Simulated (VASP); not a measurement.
Runs of VASP 6.6.1 on ZnO. The structure is that of space group P6_3mc (No. 186), or close to it. The cells are those of the table. 

| level | cell | cutoff (eV) | gap on the mesh (eV) | pressure (GPa) |
| --- | --- | --- | --- | --- |
| PBE | a = 3.246, b = 3.246, c = 5.240 Å, angles 90.0, 90.0, 120.0°, 4 atoms | 600 | (b) | (c) |
| PBE | a = 3.213, b = 3.213, c = 5.185 Å, angles 90.0, 90.0, 120.0°, 4 atoms | 600 | 0.82 | 10.2 |
| PBE | a = 3.280, b = 3.280, c = 5.293 Å, angles 90.0, 90.0, 120.0°, 4 atoms | 600 | 0.73 | (a) |
| r2SCAN | a = 3.235, b = 3.235, c = 5.211 Å, angles 90.0, 90.0, 120.0°, 4 atoms | 660 | 1.24 | 0.6 |
| r2SCAN | a = 3.299, b = 3.299, c = 5.313 Å, angles 90.0, 90.0, 120.0°, 4 atoms | 660 | 1.15 | -7.1 |

Alike in all rows: task single point; potentials or basis VASP PAW PBE potentials, release 64 (Zn, O); no spin polarisation; k mesh 9 × 9 × 4; smearing gaussian 0.01 eV.

Q: Estimate the missing entries.

A: (a) 0.7; (b) 0.77; (c) 5.1.

Caveats: the cell stands under pressure (at least some runs); the PAW data sets were made with another functional, which shifts forces and pressure a little (at least some runs); the cell stands under tension (at least some runs).

